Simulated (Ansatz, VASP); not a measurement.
**HfO2 in VASP and in Ansatz**

```
CELL_PARAMETERS angstrom
5.28815 0.00000 0.00000
0.00000 5.07062 0.00000
0.00000 0.00000 5.09891
ATOMIC_POSITIONS crystal
Hf 0.96699 0.73252 0.74144
Hf 0.53301 0.73252 0.24144
Hf 0.46699 0.26748 0.74144
Hf 0.03301 0.26748 0.24144
O 0.63213 0.92865 0.87927
O 0.86787 0.92865 0.37927
O 0.23395 0.53988 0.49229
O 0.26605 0.53988 0.99229
O 0.76605 0.46012 0.99229
O 0.73395 0.46012 0.49229
O 0.13213 0.07135 0.87927
O 0.36787 0.07135 0.37927
```

Alike in both runs: task single point; functional PBE; dispersion D4; k mesh 5 × 6 × 5; occupations fermi-dirac, width 0.05 eV; no spin polarisation.

|  | VASP | Ansatz |
| --- | --- | --- |
| version | VASP 6.6.1 | Ansatz 0.2.0 |
| potentials or method | VASP PAW PBE potentials, release 64 (Hf_pv, O) | Ansatz PAW |
| plane-wave cutoff (eV) | 520 | 420 |
| valence electrons in the cell | 88 | 152 |

VASP gave:

* gap on the k mesh at the Fermi level (eV): 4.30
* least direct gap on the mesh (eV): 4.51
* pressure (GPa): -6.6
* traceless stress, the component that is largest in VASP (GPa): -0.30
* rms of the force components (eV/Å): 0.058

Q: Which values does Ansatz return?

A: gap on the k mesh at the Fermi level (eV): 4.35; least direct gap on the mesh (eV): 4.55; pressure (GPa): -3.5; traceless stress, the component that is largest in VASP (GPa): -0.28; rms of the force components (eV/Å): 0.045.

Atom by atom the forces differ by 0.026 eV/Å (rms over components). VASP's potentials hold 88 valence electrons a cell and Ansatz's 152, so a difference there can come from the potentials and not from the codes.

Neither program's run includes spin-orbit coupling. Noted on Ansatz's run: odd divisions of the mesh miss points on the zone boundary, where band edges often lie, so the gap on the mesh can be too wide.
